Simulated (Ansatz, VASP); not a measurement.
## One calculation of SnO, two programs

```xyz
4
Lattice="3.8137 0.0000 0.0000 0.0000 3.8137 0.0000 0.0000 0.0000 4.8869" Properties=species:S:1:pos:R:3 pbc="T T T"
Sn    1.9068    0.0000    3.7367
Sn    0.0000    1.9068    1.1503
O     0.0000    0.0000    0.0000
O     1.9068    1.9068    0.0000
```

Alike in both runs: functional HSE06; k mesh 4 × 4 × 3; occupations fermi-dirac, width 0.05 eV; no spin polarisation.

```csv
,VASP,Ansatz
version,VASP 6.6.1,Ansatz 0.2.0
potentials or method,"VASP PAW PBE potentials, release 64 (Sn_d, O)",Ansatz PAW
plane-wave cutoff (eV),520,420
valence electrons in the cell,40,40
task,single point,band structure
```

Ansatz gave:

- gap on the k mesh at the Fermi level (eV): 0.52
- least direct gap on the mesh (eV): 2.75
- pressure (GPa): -0.8
- traceless stress, the component that is largest in VASP (GPa): 0.32
- rms of the force components (eV/Å): 0.104

Which values does VASP return?

gap on the k mesh at the Fermi level (eV): 0.53; least direct gap on the mesh (eV): 2.70; pressure (GPa): -0.5; traceless stress, the component that is largest in VASP (GPa): 0.34; rms of the force components (eV/Å): 0.059.

Atom by atom the forces differ by 0.045 eV/Å (rms over components).

The k mesh is coarse, so the values compare programs but aren't converged.
